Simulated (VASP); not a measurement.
# As (P6/mmm) in VASP: a series of runs

As is run at these levels: PBE; tasks: single point, relaxation of cell and atoms.

Program: VASP 6.6.1. These are calculated values, not measurements. Logs are shortened: lines on timing, memory, paths and dates and some standing lists are left out, and cuts for length are marked.

**1. The cell of the first run**

Symmetry: P6/mmm, No. 191, hexagonal system. The conventional cell has a = 2.910 Å, b = 2.910 Å, c = 5.400 Å, α = 90.00°, β = 90.00°, γ = 120.00°. Within 3.5 Å of As (site symmetry 6mm) lie 8 As at 2.66 to 2.91 Å.

The cell was built from a structure type or drawn by symmetry, and may not be a known phase.

**2. Single point, PBE**

Contents of INCAR:

```
SYSTEM = As
PREC = Accurate
ENCUT = 520
EDIFF = 1E-6
ISMEAR = 0
SIGMA = 0.1
LREAL = .False.
LASPH = .True.
NELM = 60
ALGO = Normal
ISIF = 2
LWAVE = .False.
LCHARG = .False.
GGA = PE
NBANDS = 12
```

Contents of KPOINTS:

```
Automatic mesh
0
Gamma
  6 6 4
  0 0 0
```

Contents of POSCAR:

```
As
1.0
    2.9096867412      0.0000000000      0.0000000000
   -1.4548433706      2.5198626350      0.0000000000
    0.0000000000      0.0000000000      5.4002892603
As
2
Direct
    0.0000000000      0.0000000000      0.7462325040
    0.0000000000      0.0000000000      0.2537674960
```

Potentials or basis: VASP PAW PBE potentials, release 64 (As).

Launch:

```
$ cat potpaw_PBE.64/As/POTCAR > POTCAR
$ mpirun -np 1 vasp_std > vasp.out
```

OUTCAR:

```text
SYSTEM = As
   PREC = Accurate
   ENCUT = 520
   EDIFF = 1E-6
   ISMEAR = 0
   LREAL = .False.
   LASPH = .True.
   NELM = 60
   ISIF = 2
   GGA = PE

 ion  position               nearest neighbor table
   1  0.000  0.000  0.746-   2 2.66   2 2.74
   2  0.000  0.000  0.254-   1 2.66   1 2.74

  LATTYP: Found a hexagonal cell.
 ALAT       =     2.9096867412
 C/A-ratio  =     1.8559692986

  Lattice vectors:

 A1 = (   2.9096867412,   0.0000000000,   0.0000000000)
 A2 = (  -1.4548433706,   2.5198626350,   0.0000000000)
 A3 = (   0.0000000000,   0.0000000000,   5.4002892603)

Analysis of symmetry for initial positions (statically):
=====================================================================
 Subroutine PRICEL returns:
 Original cell was already a primitive cell.

 Routine SETGRP: Setting up the symmetry group for a
 hexagonal supercell.

 Subroutine GETGRP returns: Found 24 space group operations
 (whereof 24 operations were pure point group operations)
 out of a pool of 24 trial point group operations.

The static configuration has the point symmetry D_6h.

Analysis of symmetry for dynamics (positions and initial velocities):
=====================================================================
 Subroutine PRICEL returns:
 Original cell was already a primitive cell.

 Routine SETGRP: Setting up the symmetry group for a
 hexagonal supercell.

 Subroutine GETGRP returns: Found 24 space group operations
 (whereof 24 operations were pure point group operations)
 out of a pool of 24 trial point group operations.

The dynamic configuration has the point symmetry D_6h.

 Subroutine INISYM returns: Found 24 space group operations
 (whereof 24 operations are pure point group operations),
 and found     1 'primitive' translations

----------------------------------------------------------------------------------------

                                     Primitive cell

  volume of cell :      39.5950

  direct lattice vectors                    reciprocal lattice vectors
     2.909686741  0.000000000  0.000000000     0.343679608  0.198423514  0.000000000
    -1.454843371  2.519862635  0.000000000     0.000000000  0.396847029  0.000000000
     0.000000000  0.000000000  5.400289260     0.000000000  0.000000000  0.185175266

  length of vectors
     2.909686741  2.909686741  5.400289260     0.396847029  0.396847029  0.185175266

  position of ions in fractional coordinates (direct lattice)
     0.000000000  0.000000000  0.746232504
     0.000000000  0.000000000  0.253767496

  ion indices of the primitive-cell ions
   primitive index   ion index
                 1           1
                 2           2

----------------------------------------------------------------------------------------

 KPOINTS: Automatic mesh

Automatic generation of k-mesh.
 Grid dimensions read from file:
 generate k-points for:    6    6    4

 Generating k-lattice:

  Cartesian coordinates                     Fractional coordinates (reciprocal lattice)
     0.057279935  0.033070586  0.000000000     0.166666667 -0.000000000  0.000000000
     0.000000000  0.066141171  0.000000000     0.000000000  0.166666667  0.000000000
     0.000000000  0.000000000  0.046293816     0.000000000  0.000000000  0.250000000

  Length of vectors
     0.066141171  0.066141171  0.046293816

  Shift w.r.t. Gamma in fractional coordinates (k-lattice)
     0.000000000  0.000000000  0.000000000

 Subroutine IBZKPT returns following result:
 ===========================================

 Found     21 irreducible k-points:

 Following reciprocal coordinates:
            Coordinates               Weight
  0.000000  0.000000  0.000000      1.000000
  0.166667  0.000000  0.000000      6.000000
  0.333333  0.000000  0.000000      6.000000
  0.500000  0.000000  0.000000      3.000000
  0.166667  0.166667  0.000000      6.000000
  0.333333  0.166667  0.000000     12.000000
[... 13 lines left out ...]
  0.333333  0.166667  0.500000     12.000000
  0.333333  0.333333  0.500000      2.000000
   k-points           NKPTS =     21   k-points in BZ     NKDIM =     21   number of bands    NBANDS=     12
   number of dos      NEDOS =    301   number of ions     NIONS =      2
   total plane-waves  NPLWV =  23040
   dimension x,y,z NGX =    24 NGY =   24 NGZ =   40
   dimension x,y,z NGXF=    48 NGYF=   48 NGZF=   80
   ions per type =               2
   NGX,Y,Z   is equivalent  to a cutoff of  13.71, 13.71, 12.31 a.u.
   NGXF,Y,Z  is equivalent  to a cutoff of  27.42, 27.42, 24.63 a.u.
 SYSTEM =  As
   PREC   = accura    normal or accurate (medium, high low for compatibility)
   ISTART =      0    job   : 0-new  1-cont  2-samecut
   ICHARG =      2    charge: 1-file 2-atom 10-const
   ISPIN  =      1    spin polarized calculation?
   LNONCOLLINEAR =      F non collinear calculations
   LSORBIT =      F    spin-orbit coupling
   LASPH  =      T    aspherical Exc in radial PAW
   ENCUT  =  520.0 eV  38.22 Ry    6.18 a.u.   5.41  5.41 10.04*2*pi/ulx,y,z
   NELM   =     60;   NELMIN=  2; NELMDL= -5     # of ELM steps
   EDIFF  = 0.1E-05   stopping-criterion for ELM
   LREAL  =      F    real-space projection
   EDIFFG = 0.1E-04   stopping-criterion for IOM
   NSW    =      0    number of steps for IOM
   IBRION =     -1    ionic relax: 0-MD 1-quasi-New 2-CG
   NFREE  =      0    steps in history (QN), initial steepest desc. (CG)
   ISIF   =      2    stress and relaxation
   ISYM   =      2    0-nonsym 1-usesym 2-fastsym
   POTIM  = 0.5000    time-step for ionic-motion
   TEBEG  =    0.0;   TEEND  =   0.0 temperature during run
   PSTRESS=    0.0 pullay stress
   NELECT =      10.0000    total number of electrons
   NUPDOWN=      -1.0000    fix difference up-down
   EMIN   =  10.00;   EMAX   =-10.00  energy-range for DOS
   EFERMI =   0.00;   METHOD = LEGACY
   ISMEAR =     0;   SIGMA  =   0.10  broadening in eV -4-tet -1-fermi 0-gaus
   EFERMI_NEDOS =   21; number of points for ismear=-14 and -15
   IALGO  =     38    algorithm
   IMIX   =      4    mixing-type and parameters
     AMIX     =   0.40;   BMIX     =  1.00
     AMIX_MAG =   1.60;   BMIX_MAG =  1.00
  volume/ion in A,a.u.               =      19.80       133.60
  Fermi-wavevector in a.u.,A,eV,Ry     =   1.034812  1.955511 14.569607  1.070836
  Thomas-Fermi vector in A             =   2.169125
   LORBIT       =      0    0 simple, 1 ext, 2 COOP (PROOUT), +10 PAW based schemes
   GGA     = PE    functional components
   LHFCALC =     F    Hartree Fock is set to
   AEXX    =    0.0000 exact exchange contribution
   IVDW    =     0    specifies the selected vdW correction
   LEPSILON=     F    determine dielectric tensor
   LRPA    =     F    only Hartree local field effects (RPA)
 non-spin polarized calculation
 Gauss-broadening in eV      SIGMA  =   0.10
  energy-cutoff  :      520.00
  volume of cell :       39.59
 maximum number of plane-waves:      1101
 NGX is ok and might be reduce to    24
   NGX = 11   NGY = 11   NGZ = 21

 number of electron      10.0000000 magnetization

 number of electron       9.9999998 magnetization

 Free energy of the ion-electron system (eV)
  ---------------------------------------------------
  ext. energy  EPLUGINS =         0.00000000
  ---------------------------------------------------
  free energy    TOTEN  =        -8.80682081 eV

  energy without entropy =       -8.80300246  energy(sigma->0) =       -8.80491164

 E-fermi :   5.9542     XC(G=0): -10.5168

 val. band max:        5.8369230991   @ k =   0.3333   0.1667   0.5000
 cond. band min:       5.9627971572   @ k =   0.3333   0.0000   0.5000
 fundamental gap:      0.1258740582
 Fermi energy:         5.9541739195

 k-point     1 :       0.0000    0.0000    0.0000
  band No.  band energies     occupation
      1      -8.9095      2.00000
      2      -5.7184      2.00000
      3      -0.9041      2.00000
      4      10.2807      0.00000
      5      10.9144      0.00000
      6      10.9144      0.00000
      7      13.1088      0.00000
      8      13.1088      0.00000
      9      14.6193      0.00000
     10      17.7311      0.00000
     11      18.2956      0.00000
     12      18.2956      0.00000

 k-point     2 :       0.1667    0.0000    0.0000
  band No.  band energies     occupation
      1      -8.3135      2.00000
      2      -5.1159      2.00000
      3      -0.3444      2.00000
      4       7.1483      0.00000
      5       9.7623      0.00000
      6       9.8654      0.00000
      7      10.7967      0.00000
      8      12.0373      0.00000
      9      14.9924      0.00000
     10      15.9656      0.00000
     11      16.1281      0.00000
     12      18.6331      0.00000

 k-point     3 :       0.3333    0.0000    0.0000
  band No.  band energies     occupation
      1      -6.6276      2.00000
      2      -3.3858      2.00000
      3       1.1526      2.00000
      4       2.1865      2.00000
      5       5.0091      2.00000
      6       8.2527      0.00000
      7      10.5806      0.00000
      8      11.2155      0.00000
      9      12.1125      0.00000
     10      13.2180      0.00000
     11      16.7455      0.00000
     12      17.6377      0.00000
[... 241 lines left out ...]
 k-point    20 :       0.3333    0.1667    0.5000
  band No.  band energies     occupation
      1      -4.2272      2.00000
      2      -3.9626      2.00000
      3       1.6112      2.00000
      4       1.8033      2.00000
      5       5.6453      1.99999
      6       5.8369      1.90272
      7       6.7850      0.00000
      8       7.1257      0.00000
      9      13.9723      0.00000
     10      14.0723      0.00000
     11      17.2883      0.00000
     12      17.3993      0.00000

 k-point    21 :       0.3333    0.3333    0.5000
  band No.  band energies     occupation
      1      -3.2449      2.00000
      2      -2.9608      2.00000
      3       2.2901      2.00000
      4       2.2901      2.00000
      5       2.4692      2.00000
      6       2.4692      2.00000
      7       7.4647      0.00000
      8       7.8456      0.00000
      9      14.7803      0.00000
     10      14.7803      0.00000
     11      14.8633      0.00000
     12      14.8633      0.00000

------------------------ aborting loop because EDIFF is reached ----------------------------------------

  FORCE on cell =-STRESS in cart. coord.  units (eV):
  Direction    XX          YY          ZZ          XY          YZ          ZX
  --------------------------------------------------------------------------------------
  -------------------------------------------------------------------------------------
  Total        0.0231018      0.0231018      0.0593827      0.0000000      0.0000000      0.0000000
  in kB        0.9347955      0.9347955      2.4028704      0.0000000      0.0000000      0.0000000
  external PRESSURE =       1.4241538 kB  Pullay stress =       0.0000000 kB

 VOLUME and BASIS-vectors are now :
 -----------------------------------------------------------------------------
  energy-cutoff  :      520.00
  volume of cell :       39.59
      direct lattice vectors                 reciprocal lattice vectors
     2.909686741  0.000000000  0.000000000     0.343679608  0.198423514  0.000000000
    -1.454843371  2.519862635  0.000000000     0.000000000  0.396847029  0.000000000
     0.000000000  0.000000000  5.400289260     0.000000000  0.000000000  0.185175266

 POSITION                                       TOTAL-FORCE (eV/Angst)
 -----------------------------------------------------------------------------------
      0.00000      0.00000      4.02987        -0.000000     -0.000000      0.005886
      0.00000      0.00000      1.37042         0.000000      0.000000     -0.005886
 -----------------------------------------------------------------------------------
    total drift:                               -0.000000      0.000000      0.000000

  FREE ENERGIE OF THE ION-ELECTRON SYSTEM (eV)
  ---------------------------------------------------
  free  energy   TOTEN  =        -8.8068208109 eV

  energy  without entropy=       -8.8030024642  energy(sigma->0) =       -8.80491164
```

Run time: 13 s. Hardware: 1 thread of Intel Xeon 8259CL, shared host; peak memory 0.15 GiB.

What came out:

| Quantity | Value |
| --- | --- |
| Free energy | -8.8068 eV |
| Pressure | 0.1 GPa |
| Largest force | 0.006 eV/Å |
| Band gap on the k mesh | zero (bands 5 and 6 overlap by 9.27 eV) |

Forces in eV/Å, atoms in the order of the input:
```
As   0.000  0.000  0.006
As   0.000  0.000 -0.006
```

Caveat: the k points lie up to 0.42 Å⁻¹ apart, too coarse for converged energies and pressures of a metal.

**3. Single point, PBE**

This run uses another cell than the first one, of 21.48 Å³/atom.

Contents of INCAR:

```
ALGO = Normal
EDIFF = 1E-6
ENCUT = 520
GGA = PE
ISIF = 2
ISMEAR = 0
LASPH = True
LCHARG = False
LREAL = False
LWAVE = False
NBANDS = 12
NELM = 100
PREC = Accurate
SIGMA = 0.1
```

Contents of KPOINTS:

```
k-points
0
Gamma
  6 6 4
```

Contents of POSCAR:

```
As
1.0
    3.1753557800      0.0000000000      0.0000000000
   -1.5876778900      2.7499387700      0.0000000000
    0.0000000000      0.0000000000      4.9192359100
As
2
Direct
    0.0000000000      0.0000000000      0.7686851900
    0.0000000000      0.0000000000      0.2313148100
```

Potentials or basis: VASP PAW PBE potentials, release 64 (As).

Launch:

```
$ cat potpaw_PBE.64/As/POTCAR > POTCAR
$ mpirun -np 1 vasp_std > vasp.out
```

Run time: 11 s. Hardware: 1 thread of Intel Xeon 8259CL, shared host; peak memory 0.15 GiB.

The run converged. Its results:

| Item | Value |
| --- | --- |
| Free energy | -8.1556 eV |
| Pressure | 1.9 GPa |
| Largest force | 1.722 eV/Å |
| Band gap on the k mesh | zero (bands 5 and 6 overlap by 5.45 eV) |

Forces in eV/Å, atoms in the order of the input:
```
As   0.000  0.000 -1.722
As   0.000  0.000  1.722
```

Stress tensor (GPa, compression positive):
```
-6.36  0.00  0.00
 0.00 -6.36  0.00
 0.00  0.00 18.39
```

Levels at points of the mesh, in eV from the Fermi level:
```tsv
k point	band 2	band 3	band 4	band 5	band 6	band 7	band 8	band 9
(0.00, 0.00, 0.00)	-9.45	-6.64	2.09	2.09	5.83	5.83	7.11	8.57
(0.50, 0.00, 0.00)	-6.81	-6.05	-4.72	-1.81	-0.06	3.55	3.81	5.25
(0.00, 0.00, 0.50)	-12.24	-0.97	0.70	2.94	2.94	4.17	4.17	8.42
(0.50, 0.00, 0.50)	-9.77	-5.05	-4.03	0.84	0.99	2.00	3.01	6.43
```

Caveat: the k points lie up to 0.38 Å⁻¹ apart, too coarse for converged energies and pressures of a metal; forces of over 1 eV/Å act on the atoms, so gaps and moduli don't describe the material at rest.

**4. Relaxation of cell and atoms, PBE**

This run uses another cell than the first one, of 21.48 Å³/atom.

Contents of INCAR:

```
SYSTEM = As
PREC = Accurate ; ENCUT = 600
EDIFF = 1E-6 ; ISMEAR = 0
SIGMA = 0.1 ; LREAL = .FALSE.
LASPH = .TRUE. ; NELM = 80
ALGO = Normal ; ISIF = 3
LWAVE = .FALSE. ; LCHARG = .FALSE.
GGA = PE ; IBRION = 2
NSW = 90 ; EDIFFG = -0.04
```

Contents of KPOINTS:

```
Automatic mesh
0
G
  6 6 4
  0 0 0
```

POSCAR is that of step 3.

Launch:

```
$ cat potpaw_PBE.64/As/POTCAR > POTCAR
$ mpirun -np 1 vasp_std > vasp.out
```

It took 1.7 min on 1 thread of Intel Xeon 8259CL, shared host; peak memory 0.18 GiB.

The run converged. Its results:

| Item | Value |
| --- | --- |
| Free energy | -8.8069 eV |
| Relaxed volume | 19.85 Å³/atom |
| Relaxed cell | a = 2.913 Å, b = 2.913 Å, c = 5.402 Å, α = 90.00°, β = 90.00°, γ = 120.00° |
| Space group after relaxing (to 0.1 Å) | P6/mmm (No. 191) |
| Energy gained by relaxing | 325.6 meV/atom |
| Ionic steps | 11 |
| Pressure after relaxing | -0.1 GPa |
| Largest force after relaxing | 0.019 eV/Å |
| Band gap on the k mesh | zero (bands 5 and 6 overlap by 9.25 eV) |

Forces in eV/Å, atoms in the order of the input:
```
As   0.000  0.000 -0.019
As   0.000  0.000  0.019
```

Stress tensor (GPa, compression positive):
```
-0.24  0.00  0.00
 0.00 -0.24  0.00
 0.00  0.00  0.18
```

The path:
| step | energy change (eV) | largest force (eV/Å) | pressure (GPa) | volume (Å³) |
| --- | --- | --- | --- | --- |
| 1 | 0.0000 | 1.7214 | 1.89 | 42.95 |
| 2 | -0.5241 | 0.1194 | -7.01 | 44.19 |
| 3 | -0.5305 | 0.0303 | -7.14 | 44.27 |
| 4 | -0.5645 | 0.0203 | 3.45 | 38.47 |
| 5 | -0.6295 | 0.0268 | -2.17 | 40.86 |
| 6 | -0.6473 | 0.0710 | 1.09 | 39.15 |
| 7 | -0.6506 | 0.0696 | 0.02 | 39.65 |
| 8 | -0.6506 | 0.0712 | 0.09 | 39.62 |
| 9 | -0.6506 | 0.0721 | 0.14 | 39.59 |
| 10 | -0.6510 | 0.0510 | 0.02 | 39.64 |
| 11 | -0.6512 | 0.0192 | -0.10 | 39.70 |

Final structure:
```
CELL_PARAMETERS angstrom
2.91317 0.00000 0.00000
-1.45659 2.52288 0.00000
0.00000 0.00000 5.40210
ATOMIC_POSITIONS crystal
As 0.00000 0.00000 0.74670
As 0.00000 0.00000 0.25330
```

Levels at points of the mesh, in eV from the Fermi level:
```csv
k point,band 3,band 4,band 5,band 6,band 7,band 8
"(0.00, 0.00, 0.00)",-6.83,4.35,4.95,4.95,7.14,7.14
"(0.50, 0.00, 0.00)",-6.51,-3.82,-3.59,1.73,2.95,4.06
"(0.00, 0.00, 0.50)",-2.40,-2.15,5.78,5.78,5.94,5.94
"(0.50, 0.00, 0.50)",-5.54,-5.39,0.91,1.23,2.60,2.76
```

Caveat: the k points lie up to 0.42 Å⁻¹ apart in the final cell, too coarse for converged energies and pressures of a metal.

**5. Overview**

| task | cell | cutoff (eV) | gap on the mesh (eV) | pressure (GPa) | largest force (eV/Å) |
| --- | --- | --- | --- | --- | --- |
| single point | a = 2.910, b = 2.910, c = 5.400 Å, angles 90.0, 90.0, 120.0°, 2 atoms, atomic positions A | 520 | none | 0.1 | 0.01 |
| single point | a = 3.175, b = 3.175, c = 4.919 Å, angles 90.0, 90.0, 120.0°, 2 atoms, atomic positions B | 520 | none | 1.9 | 1.72 |
| relaxation of cell and atoms | relaxed from a = 3.175, b = 3.175, c = 4.919 Å, angles 90.0, 90.0, 120.0°, 2 atoms, atomic positions B | 600 | none | -0.1 | 0.02 |

Alike in all rows: level PBE; potentials or basis VASP PAW PBE potentials, release 64 (As); no spin polarisation; k mesh 6 × 6 × 4; smearing gaussian 0.1 eV.

Caveats: all runs use coarse meshes; forces of over 1 eV/Å act on the atoms, so gaps and moduli don't describe the material at rest (at least some runs).

Absolute energies hang on the potentials; compare differences alone.
